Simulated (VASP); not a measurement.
# Mg (C2/c) in VASP: a series of runs, part 2 of 2

VASP 6.6.1. The steps go on from the part before.

### Step 3. Single point, LDA

This run uses another cell than the first one, of 21.62 Å³/atom.

INCAR reads:

```
SYSTEM = Mg
PREC = Accurate ; ENCUT = 520
EDIFF = 1E-7 ; ISMEAR = -1
SIGMA = 0.1 ; LREAL = .FALSE.
LASPH = .TRUE. ; NELM = 100
ALGO = Normal ; ISIF = 2
LWAVE = .FALSE. ; LCHARG = .FALSE.
GGA = CA ; NBANDS = 9
```

KPOINTS reads:

```
Automatic mesh
0
G
  21 21 10
  0 0 0
```

POSCAR reads:

```
Mg
1.0
   -2.1134034647      1.7384147610      1.5489521901
    1.7384147610     -2.1134034647      1.5489521901
    3.8949442366      3.8949442366     -2.2357446877
Mg
2
Direct
    0.9583558781      0.0416441219      1.0000000000
    0.7916441219      0.2083558781      0.5000000000
```

Potentials or basis: VASP PAW LDA potentials, release 64 (Mg).

Command:

```sh
$ cat potpaw_LDA.64/Mg/POTCAR > POTCAR
$ mpirun -np 1 vasp_std > vasp.out
```

OUTCAR:

```text
SYSTEM = Mg
   PREC = Accurate
   ENCUT = 520
   EDIFF = 1E-7
   ISMEAR = -1
   LREAL = .FALSE.
   LASPH = .TRUE.
   NELM = 100
   ISIF = 2
   GGA = CA

 ion  position               nearest neighbor table
   1  0.958  0.042  0.000-   2 3.11   2 3.11   2 3.11   2 3.11   2 3.11   2 3.11
   2  0.792  0.208  0.500-   1 3.11   1 3.11   1 3.11   1 3.11   1 3.11   1 3.11

  Warning from LATTYP: Got some problem with cell dimensions!
  Tried to take original basis but could not verify dimensions!
  LATTYP: Found a base centered monoclinic cell.
 ALAT       =     3.1429674839
 B/A-ratio  =     1.7331689248
 C/A-ratio  =     1.6074229648
 COS(beta)  =    -0.0019523966

  Lattice vectors:

 A1 = (   2.1134034647,  -1.7384147610,  -1.5489521901)
 A2 = (  -1.7384147610,   2.1134034647,  -1.5489521901)
 A3 = (   3.5199555329,   3.5199555329,   0.8621596925)

Analysis of symmetry for initial positions (statically):
=====================================================================
 Subroutine PRICEL returns:
 Original cell was already a primitive cell.

 Routine SETGRP: Setting up the symmetry group for a
 base centered monoclinic supercell.

 Subroutine GETGRP returns: Found  4 space group operations
 (whereof  2 operations were pure point group operations)
 out of a pool of  4 trial point group operations.

The static configuration has the point symmetry C_2 .
 The point group associated with its full space group is C_2h.

Analysis of symmetry for dynamics (positions and initial velocities):
=====================================================================
 Subroutine PRICEL returns:
 Original cell was already a primitive cell.

 Routine SETGRP: Setting up the symmetry group for a
 base centered monoclinic supercell.

 Subroutine GETGRP returns: Found  4 space group operations
 (whereof  2 operations were pure point group operations)
 out of a pool of  4 trial point group operations.

The dynamic configuration has the point symmetry C_2 .
 The point group associated with its full space group is C_2h.

 Subroutine INISYM returns: Found  4 space group operations
 (whereof  2 operations are pure point group operations),
 and found     1 'primitive' translations

----------------------------------------------------------------------------------------

                                     Primitive cell

  volume of cell :      43.2474

  direct lattice vectors                    reciprocal lattice vectors
    -2.113403465  1.738414761  1.548952190    -0.030245798  0.229371853  0.346902257
     1.738414761 -2.113403465  1.548952190     0.229371853 -0.030245798  0.346902257
     3.894944237  3.894944237 -2.235744688     0.137957048  0.137957048  0.033398277

  length of vectors
     3.144489302  3.144489302  5.944723334     0.416974137  0.416974137  0.197938726

  position of ions in fractional coordinates (direct lattice)
     0.958355878  0.041644122  1.000000000
     0.791644122  0.208355878  0.500000000

  ion indices of the primitive-cell ions
   primitive index   ion index
                 1           1
                 2           2

----------------------------------------------------------------------------------------

 KPOINTS: Automatic mesh

Automatic generation of k-mesh.
 Grid dimensions read from file:
 generate k-points for:   21   21   10

 Generating k-lattice:

  Cartesian coordinates                     Fractional coordinates (reciprocal lattice)
    -0.001440276  0.010922469  0.016519155     0.047619048  0.000000000  0.000000000
     0.010922469 -0.001440276  0.016519155     0.000000000  0.047619048  0.000000000
     0.013795705  0.013795705  0.003339828     0.000000000  0.000000000  0.100000000

  Length of vectors
     0.019855911  0.019855911  0.019793873

  Shift w.r.t. Gamma in fractional coordinates (k-lattice)
     0.000000000  0.000000000  0.000000000

 Subroutine IBZKPT returns following result:
 ===========================================

 Found   1166 irreducible k-points:

 Following reciprocal coordinates:
            Coordinates               Weight
  0.000000  0.000000  0.000000      1.000000
  0.047619 -0.000000  0.000000      4.000000
  0.095238 -0.000000  0.000000      4.000000
  0.142857 -0.000000 -0.000000      4.000000
  0.190476 -0.000000  0.000000      4.000000
  0.238095 -0.000000 -0.000000      4.000000
[... 16 lines left out ...]
 -0.428571  0.047619  0.000000      4.000000
 -0.380952  0.047619  0.000000      4.000000
 [... further k-points ...]
   k-points           NKPTS =   1166   k-points in BZ     NKDIM =   1166   number of bands    NBANDS=      9
   number of dos      NEDOS =    301   number of ions     NIONS =      2
   total plane-waves  NPLWV =  27648
   dimension x,y,z NGX =    24 NGY =   24 NGZ =   48
   dimension x,y,z NGXF=    48 NGYF=   48 NGZF=   96
   ions per type =               2
   NGX,Y,Z   is equivalent  to a cutoff of  12.69, 12.69, 13.42 a.u.
   NGXF,Y,Z  is equivalent  to a cutoff of  25.38, 25.38, 26.85 a.u.
 SYSTEM =  Mg
   PREC   = accura    normal or accurate (medium, high low for compatibility)
   ISTART =      0    job   : 0-new  1-cont  2-samecut
   ICHARG =      2    charge: 1-file 2-atom 10-const
   ISPIN  =      1    spin polarized calculation?
   LNONCOLLINEAR =      F non collinear calculations
   LSORBIT =      F    spin-orbit coupling
   LASPH  =      T    aspherical Exc in radial PAW
   ENCUT  =  520.0 eV  38.22 Ry    6.18 a.u.   5.85  5.85 11.05*2*pi/ulx,y,z
   NELM   =    100;   NELMIN=  2; NELMDL= -5     # of ELM steps
   EDIFF  = 0.1E-06   stopping-criterion for ELM
   LREAL  =      F    real-space projection
   EDIFFG = 0.1E-05   stopping-criterion for IOM
   NSW    =      0    number of steps for IOM
   IBRION =     -1    ionic relax: 0-MD 1-quasi-New 2-CG
   NFREE  =      0    steps in history (QN), initial steepest desc. (CG)
   ISIF   =      2    stress and relaxation
   ISYM   =      2    0-nonsym 1-usesym 2-fastsym
   POTIM  = 0.5000    time-step for ionic-motion
   TEBEG  =    0.0;   TEEND  =   0.0 temperature during run
   PSTRESS=    0.0 pullay stress
   NELECT =       4.0000    total number of electrons
   NUPDOWN=      -1.0000    fix difference up-down
   EMIN   =  10.00;   EMAX   =-10.00  energy-range for DOS
   EFERMI =   0.00;   METHOD = LEGACY
   ISMEAR =    -1;   SIGMA  =   0.10  broadening in eV -4-tet -1-fermi 0-gaus
   EFERMI_NEDOS =   21; number of points for ismear=-14 and -15
   IALGO  =     38    algorithm
   IMIX   =      4    mixing-type and parameters
     AMIX     =   0.40;   BMIX     =  1.00
     AMIX_MAG =   1.60;   BMIX_MAG =  1.00
  volume/ion in A,a.u.               =      21.62       145.92
  Fermi-wavevector in a.u.,A,eV,Ry     =   0.740358  1.399073  7.457753  0.548129
  Thomas-Fermi vector in A             =   1.834741
   LORBIT       =      0    0 simple, 1 ext, 2 COOP (PROOUT), +10 PAW based schemes
   GGA     = CA    functional components
   LHFCALC =     F    Hartree Fock is set to
   AEXX    =    0.0000 exact exchange contribution
   IVDW    =     0    specifies the selected vdW correction
   LEPSILON=     F    determine dielectric tensor
   LRPA    =     F    only Hartree local field effects (RPA)
 non-spin polarized calculation
  energy-cutoff  :      520.00
  volume of cell :       43.25
 maximum number of plane-waves:      1188
   NGX = 11   NGY = 11   NGZ = 21

 number of electron       4.0000000 magnetization

 Free energy of the ion-electron system (eV)
  ---------------------------------------------------
  ext. energy  EPLUGINS =         0.00000000
  ---------------------------------------------------
  free energy    TOTEN  =        -3.63410970 eV

  energy without entropy =       -3.60907311  energy(sigma->0) =       -3.62159140

 E-fermi :   2.7934     XC(G=0):  -8.8744

 val. band max:        2.7905186832   @ k =  -0.3810  -0.4762   0.2000
 cond. band min:       2.7968618283   @ k =   0.3810   0.1429   0.1000
 fundamental gap:      0.0063431452
 Fermi energy:         2.7934178512

 k-point     1 :       0.0000    0.0000    0.0000
  band No.  band energies     occupation
      1      -4.3934      2.00000
      2       1.0934      2.00000
      3       1.6120      1.99999
      4      13.9120      0.00000
      5      13.9269      0.00000
      6      14.0535      0.00000
      7      14.0663      0.00000
      8      15.0083      0.00000
      9      16.6088      0.00000
[... 265 lines left out ...]
 k-point    24 :      -0.3810    0.0476    0.0000
  band No.  band energies     occupation
      1      -1.1718      2.00000
      2       0.7079      2.00000
      3       4.3584      0.00000
      4       6.1068      0.00000
      5       7.9994      0.00000
      6       9.8796      0.00000
      7      11.3924      0.00000
      8      12.2795      0.00000
      9      13.4349      0.00000

 [... further k-points ...]
[... 5 lines left out ...]
  --------------------------------------------------------------------------------------
  -------------------------------------------------------------------------------------
  Total       -0.0637367     -0.0637367     -0.1253974      0.0754184      0.0056826      0.0056826
  in kB       -2.3612414     -2.3612414     -4.6455706      2.7940111      0.2105217      0.2105217
  external PRESSURE =      -3.1226844 kB  Pullay stress =       0.0000000 kB

 VOLUME and BASIS-vectors are now :
 -----------------------------------------------------------------------------
  energy-cutoff  :      520.00
  volume of cell :       43.25
      direct lattice vectors                 reciprocal lattice vectors
    -2.113403465  1.738414761  1.548952190    -0.030245798  0.229371853  0.346902257
     1.738414761 -2.113403465  1.548952190     0.229371853 -0.030245798  0.346902257
     3.894944237  3.894944237 -2.235744688     0.137957048  0.137957048  0.033398277

 POSITION                                       TOTAL-FORCE (eV/Angst)
 -----------------------------------------------------------------------------------
     -1.95300      1.57801      1.54895        -0.000265      0.000265     -0.000000
      0.63662      2.88334      0.43108         0.000265     -0.000265      0.000000
 -----------------------------------------------------------------------------------
    total drift:                               -0.000000      0.000000      0.000000

  FREE ENERGIE OF THE ION-ELECTRON SYSTEM (eV)
  ---------------------------------------------------
  free  energy   TOTEN  =        -3.6341096969 eV

  energy  without entropy=       -3.6090731083  energy(sigma->0) =       -3.62159140
```

OSZICAR:

```text
N       E                     dE             d eps       ncg     rms          rms(c)
DAV:   1    -0.701599645152E+00   -0.70160E+00   -0.13880E+03 21076   0.308E+02
DAV:   2    -0.361334482163E+01   -0.29117E+01   -0.28232E+01 27732   0.294E+01
DAV:   3    -0.365492669804E+01   -0.41582E-01   -0.41304E-01 27137   0.286E+00
DAV:   4    -0.365504523082E+01   -0.11853E-03   -0.11852E-03 26752   0.149E-01
DAV:   5    -0.365504561252E+01   -0.38170E-06   -0.38170E-06 25921   0.796E-03    0.936E-01
DAV:   6    -0.364334742164E+01    0.11698E-01   -0.56714E-04 24191   0.132E-01    0.595E-01
DAV:   7    -0.363411858646E+01    0.92288E-02   -0.19651E-03 21852   0.242E-01    0.298E-02
DAV:   8    -0.363411069405E+01    0.78924E-05   -0.16448E-05 30141   0.210E-02    0.657E-03
DAV:   9    -0.363410971240E+01    0.98165E-06   -0.66826E-07 23393   0.381E-03    0.582E-04
DAV:  10    -0.363410969686E+01    0.15536E-07   -0.26608E-09 15430   0.328E-04
   1 F= -.36341097E+01 E0= -.36215914E+01  d E =-.250366E-01
```

Run time: 2.9 min. Hardware: 1 thread of Intel Xeon Platinum 8259CL at 2.50GHz (Skylake/Cascade Lake), shared host; peak memory 0.51 GiB.

What came out:

| Property | Result |
| --- | --- |
| Free energy | -3.6341 eV |
| Pressure | -0.3 GPa |
| Band gap on the k mesh | zero (bands 2 and 3 overlap by 2.23 eV) |
